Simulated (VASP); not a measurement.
# Ru (Cmce) in VASP: further runs

The runs below take Ru through single point, with PBEsol.

Everything below comes from runs of VASP 6.6.1. Logs are shortened: lines on timing, memory, paths and dates and some standing lists are left out, and cuts for length are marked.

## (1) The cell of the first run

It takes space group Cmce (No. 64, orthorhombic). The conventional cell has a = 3.000 Å, b = 9.518 Å, c = 3.970 Å, α = 90.00°, β = 90.00°, γ = 90.00°. Ru (site symmetry m) has 3 Ru at 1.97 to 2.00 Å within 2.6 Å.

## (2) Single point, PBEsol

File INCAR:

```
ALGO = Normal ; EDIFF = 1E-7
ENCUT = 520 ; GGA = PS
ISIF = 2 ; ISMEAR = 0
LASPH = T ; LCHARG = T
LELF = T ; LREAL = F
LVHAR = T ; LWAVE = F
NBANDS = 36 ; NELM = 100
PREC = Accurate ; SIGMA = 0.1
```

File KPOINTS:

```
k-points
0
Gamma
  6 6 4
```

File POSCAR:

```
Ru
1.0
    1.5001501721     -4.7587845338      0.0000000000
    1.5001501721      4.7587845338      0.0000000000
    0.0000000000      0.0000000000      3.9701859539
Ru
4
Direct
    0.0980000000      0.9020000000      0.9100000000
    0.5980000000      0.4020000000      0.5900000000
    0.9020000000      0.0980000000      0.0900000000
    0.4020000000      0.5980000000      0.4100000000
```

Potentials or basis: VASP PAW PBE potentials, release 64 (Ru_pv).

Command:

```
cat potpaw_PBE.64/Ru_pv/POTCAR > POTCAR
mpirun -np 1 vasp_std > vasp.out
```

OUTCAR:

```text
EDIFF = 1E-7
   ENCUT = 520
   GGA = PS
   ISIF = 2
   ISMEAR = 0
   LASPH = T
   LREAL = F
   NELM = 100
   PREC = Accurate

 ion  position               nearest neighbor table
   1  0.098  0.902  0.910-   2 1.97   2 1.97   3 2.00   2 3.09   2 3.09   4 3.11   4 3.11   4 3.11
                             4 3.11   3 3.34   3 3.34
   2  0.598  0.402  0.590-   1 1.97   1 1.97   4 2.00   1 3.09   1 3.09   3 3.11   3 3.11   3 3.11
                             3 3.11   4 3.34   4 3.34
   3  0.902  0.098  0.090-   4 1.97   4 1.97   1 2.00   4 3.09   4 3.09   2 3.11   2 3.11   2 3.11
                             2 3.11   1 3.34   1 3.34
   4  0.402  0.598  0.410-   3 1.97   3 1.97   2 2.00   3 3.09   3 3.09   1 3.11   1 3.11   1 3.11
                             1 3.11   2 3.34   2 3.34

  LATTYP: Found a base centered orthorhombic cell.
 ALAT       =     3.0003003442
 B/A-ratio  =     3.1722054380
 C/A-ratio  =     1.3232628399

  Lattice vectors:

 A1 = (   1.5001501721,  -4.7587845338,   0.0000000000)
 A2 = (   1.5001501721,   4.7587845338,   0.0000000000)
 A3 = (   0.0000000000,   0.0000000000,   3.9701859539)

Analysis of symmetry for initial positions (statically):
=====================================================================
 Subroutine PRICEL returns:
 Original cell was already a primitive cell.

 Routine SETGRP: Setting up the symmetry group for a
 base centered orthorhombic supercell.

 Subroutine GETGRP returns: Found  8 space group operations
 (whereof  4 operations were pure point group operations)
 out of a pool of  8 trial point group operations.

The static configuration has the point symmetry C_2h.
 The point group associated with its full space group is D_2h.

Analysis of symmetry for dynamics (positions and initial velocities):
=====================================================================
 Subroutine PRICEL returns:
 Original cell was already a primitive cell.

 Routine SETGRP: Setting up the symmetry group for a
 base centered orthorhombic supercell.

 Subroutine GETGRP returns: Found  8 space group operations
 (whereof  4 operations were pure point group operations)
 out of a pool of  8 trial point group operations.

The dynamic configuration has the point symmetry C_2h.
 The point group associated with its full space group is D_2h.

 Subroutine INISYM returns: Found  8 space group operations
 (whereof  4 operations are pure point group operations),
 and found     1 'primitive' translations

----------------------------------------------------------------------------------------

                                     Primitive cell

  volume of cell :      56.6855

  direct lattice vectors                    reciprocal lattice vectors
     1.500150172 -4.758784534  0.000000000     0.333299965 -0.105068846  0.000000000
     1.500150172  4.758784534  0.000000000     0.333299965  0.105068846  0.000000000
     0.000000000  0.000000000  3.970185954     0.000000000  0.000000000  0.251877371

  length of vectors
     4.989637339  4.989637339  3.970185954     0.349468638  0.349468638  0.251877371

  position of ions in fractional coordinates (direct lattice)
     0.098000000  0.902000000  0.910000000
     0.598000000  0.402000000  0.590000000
     0.902000000  0.098000000  0.090000000
     0.402000000  0.598000000  0.410000000

  ion indices of the primitive-cell ions
   primitive index   ion index
                 1           1
                 2           2
                 3           3
                 4           4

----------------------------------------------------------------------------------------

 KPOINTS: k-points

Automatic generation of k-mesh.
 Grid dimensions read from file:
 generate k-points for:    6    6    4

 Generating k-lattice:

  Cartesian coordinates                     Fractional coordinates (reciprocal lattice)
     0.055549994 -0.017511474  0.000000000     0.166666667  0.000000000  0.000000000
     0.055549994  0.017511474  0.000000000     0.000000000  0.166666667  0.000000000
     0.000000000  0.000000000  0.062969343     0.000000000  0.000000000  0.250000000

  Length of vectors
     0.058244773  0.058244773  0.062969343

  Shift w.r.t. Gamma in fractional coordinates (k-lattice)
     0.000000000  0.000000000  0.000000000

 Subroutine IBZKPT returns following result:
 ===========================================

 Found     39 irreducible k-points:

 Following reciprocal coordinates:
            Coordinates               Weight
  0.000000  0.000000  0.000000      1.000000
  0.166667 -0.000000  0.000000      4.000000
  0.333333 -0.000000  0.000000      4.000000
  0.500000  0.000000  0.000000      2.000000
  0.166667  0.166667  0.000000      2.000000
  0.333333  0.166667  0.000000      4.000000
[... 16 lines left out ...]
  0.333333  0.333333  0.250000      4.000000
  0.500000  0.333333  0.250000      8.000000
 [... further k-points ...]
   k-points           NKPTS =     39   k-points in BZ     NKDIM =     39   number of bands    NBANDS=     36
   number of dos      NEDOS =    301   number of ions     NIONS =      4
   total plane-waves  NPLWV =  48000
   dimension x,y,z NGX =    40 NGY =   40 NGZ =   30
   dimension x,y,z NGXF=    80 NGYF=   80 NGZF=   60
   ions per type =               4
   NGX,Y,Z   is equivalent  to a cutoff of  13.33, 13.33, 12.56 a.u.
   NGXF,Y,Z  is equivalent  to a cutoff of  26.65, 26.65, 25.12 a.u.
 SYSTEM =  unknown system
   PREC   = accura    normal or accurate (medium, high low for compatibility)
   ISTART =      0    job   : 0-new  1-cont  2-samecut
   ICHARG =      2    charge: 1-file 2-atom 10-const
   ISPIN  =      1    spin polarized calculation?
   LNONCOLLINEAR =      F non collinear calculations
   LSORBIT =      F    spin-orbit coupling
   LASPH  =      T    aspherical Exc in radial PAW
   ENCUT  =  520.0 eV  38.22 Ry    6.18 a.u.   9.28  9.28  7.38*2*pi/ulx,y,z
   NELM   =    100;   NELMIN=  2; NELMDL= -5     # of ELM steps
   EDIFF  = 0.1E-06   stopping-criterion for ELM
   LREAL  =      F    real-space projection
   EDIFFG = 0.1E-05   stopping-criterion for IOM
   NSW    =      0    number of steps for IOM
   IBRION =     -1    ionic relax: 0-MD 1-quasi-New 2-CG
   NFREE  =      0    steps in history (QN), initial steepest desc. (CG)
   ISIF   =      2    stress and relaxation
   ISYM   =      2    0-nonsym 1-usesym 2-fastsym
   POTIM  = 0.5000    time-step for ionic-motion
   TEBEG  =    0.0;   TEEND  =   0.0 temperature during run
   PSTRESS=    0.0 pullay stress
   NELECT =      56.0000    total number of electrons
   NUPDOWN=      -1.0000    fix difference up-down
   EMIN   =  10.00;   EMAX   =-10.00  energy-range for DOS
   EFERMI =   0.00;   METHOD = LEGACY
   ISMEAR =     0;   SIGMA  =   0.10  broadening in eV -4-tet -1-fermi 0-gaus
   EFERMI_NEDOS =   21; number of points for ismear=-14 and -15
   IALGO  =     38    algorithm
   IMIX   =      4    mixing-type and parameters
     AMIX     =   0.40;   BMIX     =  1.00
     AMIX_MAG =   1.60;   BMIX_MAG =  1.00
  volume/ion in A,a.u.               =      14.17        95.63
  Fermi-wavevector in a.u.,A,eV,Ry     =   1.630473  3.081147 36.170306  2.658442
  Thomas-Fermi vector in A             =   2.722768
   LORBIT       =      0    0 simple, 1 ext, 2 COOP (PROOUT), +10 PAW based schemes
   GGA     = PS    functional components
   LHFCALC =     F    Hartree Fock is set to
   AEXX    =    0.0000 exact exchange contribution
   IVDW    =     0    specifies the selected vdW correction
   LEPSILON=     F    determine dielectric tensor
   LRPA    =     F    only Hartree local field effects (RPA)
 non-spin polarized calculation
 Gauss-broadening in eV      SIGMA  =   0.10
  energy-cutoff  :      520.00
  volume of cell :       56.69
 maximum number of plane-waves:      1548
 NGX is ok and might be reduce to    40
   NGX = 19   NGY = 19   NGZ = 15

 number of electron      56.0000007 magnetization

 Free energy of the ion-electron system (eV)
  ---------------------------------------------------
  ext. energy  EPLUGINS =         0.00000000
  ---------------------------------------------------
  free energy    TOTEN  =       -23.85866773 eV

  energy without entropy =      -23.85140422  energy(sigma->0) =      -23.85503597

 E-fermi :  12.9647     XC(G=0): -13.5338

 val. band max:       12.9506423396   @ k =   0.0000   0.0000   0.0000
 cond. band min:      12.9830752712   @ k =   0.5000   0.5000   0.5000
 fundamental gap:      0.0324329315
 Fermi energy:        12.9646653008

 k-point     1 :       0.0000    0.0000    0.0000
  band No.  band energies     occupation
      1     -33.6884      2.00000
      2     -33.5100      2.00000
      3     -33.1101      2.00000
      4     -32.5639      2.00000
      5     -32.3299      2.00000
      6     -31.8725      2.00000
[... 28 lines left out ...]
     35      17.2700      0.00000
     36      19.7678      0.00000

 k-point     2 :       0.1667   -0.0000    0.0000
  band No.  band energies     occupation
      1     -33.6718      2.00000
      2     -33.6269      2.00000
      3     -33.2038      2.00000
      4     -32.6822      2.00000
      5     -32.3074      2.00000
      6     -32.0241      2.00000
[... 28 lines left out ...]
     35      18.2225      0.00000
     36      20.4429      0.00000

 k-point     3 :       0.3333   -0.0000    0.0000
  band No.  band energies     occupation
      1     -33.7709      2.00000
      2     -33.6768      2.00000
      3     -33.3093      2.00000
      4     -32.9630      2.00000
      5     -32.3249      2.00000
      6     -32.2812      2.00000
[... 28 lines left out ...]
     35      17.4929      0.00000
     36      20.2833      0.00000

 k-point     4 :       0.5000    0.0000    0.0000
  band No.  band energies     occupation
      1     -33.7564      2.00000
      2     -33.7564      2.00000
      3     -33.2258      2.00000
      4     -33.2258      2.00000
      5     -32.3693      2.00000
      6     -32.3693      2.00000
[... 28 lines left out ...]
     35      18.4869      0.00000
     36      18.4869      0.00000

 k-point     5 :       0.1667    0.1667    0.0000
  band No.  band energies     occupation
      1     -33.7695      2.00000
      2     -33.6793      2.00000
      3     -33.3083      2.00000
      4     -32.9654      2.00000
      5     -32.3275      2.00000
      6     -32.2829      2.00000
[... 655 lines left out ...]
 k-point    22 :      -0.1667    0.1667    0.2500
  band No.  band energies     occupation
      1     -33.5435      2.00000
      2     -33.4510      2.00000
      3     -33.1650      2.00000
      4     -32.7340      2.00000
      5     -32.2940      2.00000
      6     -31.9191      2.00000
[... 28 lines left out ...]
     35      16.9551      0.00000
     36      18.9250      0.00000

 k-point    23 :       0.3333    0.3333    0.2500
  band No.  band energies     occupation
      1     -33.7551      2.00000
      2     -33.6277      2.00000
      3     -33.3881      2.00000
      4     -33.0922      2.00000
      5     -32.2621      2.00000
      6     -32.2440      2.00000
[... 28 lines left out ...]
     35      16.8259      0.00000
     36      17.8352      0.00000

 k-point    24 :       0.5000    0.3333    0.2500
  band No.  band energies     occupation
      1     -33.5932      2.00000
      2     -33.5590      2.00000
      3     -33.2500      2.00000
      4     -32.8148      2.00000
      5     -32.2746      2.00000
      6     -32.0412      2.00000
[... 28 lines left out ...]
     35      16.9403      0.00000
     36      17.9387      0.00000

 [... further k-points ...]
[... 5 lines left out ...]
  --------------------------------------------------------------------------------------
  -------------------------------------------------------------------------------------
  Total       70.0211321     40.9044911     54.2825867      0.0000000     -0.0000000      0.0000000
  in kB     1979.1015942   1156.1387430   1534.2618823      0.0000000     -0.0000000      0.0000000
  external PRESSURE =    1556.5007398 kB  Pullay stress =       0.0000000 kB

 VOLUME and BASIS-vectors are now :
 -----------------------------------------------------------------------------
  energy-cutoff  :      520.00
  volume of cell :       56.69
      direct lattice vectors                 reciprocal lattice vectors
     1.500150172 -4.758784534  0.000000000     0.333299965 -0.105068846  0.000000000
     1.500150172  4.758784534  0.000000000     0.333299965  0.105068846  0.000000000
     0.000000000  0.000000000  3.970185954     0.000000000  0.000000000  0.251877371

 POSITION                                       TOTAL-FORCE (eV/Angst)
 -----------------------------------------------------------------------------------
      1.50015      3.82606      3.61287         0.000000    -12.664567     14.164503
      1.50015     -0.93272      2.34241         0.000000    -12.664567    -14.164503
      1.50015     -3.82606      0.35732         0.000000     12.664567    -14.164503
      1.50015      0.93272      1.62778         0.000000     12.664567     14.164503
 -----------------------------------------------------------------------------------
    total drift:                                0.000000      0.000000      0.000000

  FREE ENERGIE OF THE ION-ELECTRON SYSTEM (eV)
  ---------------------------------------------------
  free  energy   TOTEN  =       -23.8586677327 eV

  energy  without entropy=      -23.8514042155  energy(sigma->0) =      -23.85503597
```

It took 52 s on 1 thread of AMD EPYC 9R45 (Zen 5), shared host; peak memory 0.2 GiB.

Results:

```yaml
Free_energy: -23.8587 eV
Pressure: 155.7 GPa
Largest_force: 19.001 eV/Å
Band_gap_on_the_k_mesh: zero (band 28 reaches 13.71 eV, above the bottom of band 29 at 12.74 eV)
```

Forces on the atoms (eV/Å):
```
Ru    0.000 -12.665  14.165
Ru    0.000 -12.665 -14.165
Ru    0.000  12.665 -14.165
Ru    0.000  12.665  14.165
```

Stress tensor (GPa, compression positive):
```
197.91   0.00   0.00
  0.00 115.61   0.00
  0.00   0.00 153.43
```

Caveat: the k points lie up to 0.40 Å⁻¹ apart; the PAW data sets were made with another functional, which shifts forces and pressure a little.

(Part 1 of 2 ends here.)
